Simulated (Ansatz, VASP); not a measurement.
## One calculation of Cu, two programs

```
Cu
1.0
     0.00000    1.78169    1.78169
     1.78169    0.00000    1.78169
     1.78169    1.78169    0.00000
Cu
1
Cartesian
  0.0000 0.0000 0.0000
```

Alike in both runs: functional PBE; dispersion D3(BJ); k mesh 20 × 20 × 20; occupations gaussian, width 0.1 eV; no spin polarisation.

Ansatz relaxed the structure, and its values are those at the end. VASP's run is a single point on that final structure, the one shown.

```csv
,VASP,Ansatz
version,VASP 6.6.1,Ansatz 0.2.0
potentials or method,"VASP PAW PBE potentials, release 64 (Cu), cutoff 600 eV","scalar-relativistic, plane waves, PAW"
valence electrons in the cell,11,19
```

Ansatz gave:

- gap on the k mesh at the Fermi level (eV): none
- pressure (GPa): 0.0

Task: Estimate VASP's values.

Result: gap on the k mesh at the Fermi level (eV): none; pressure (GPa): 0.6.

A gap of «none» marks a metal or a gap that the smearing closes. VASP's potentials hold 11 valence electrons a cell and Ansatz's 19, so a difference there can come from the potentials and not from the codes.
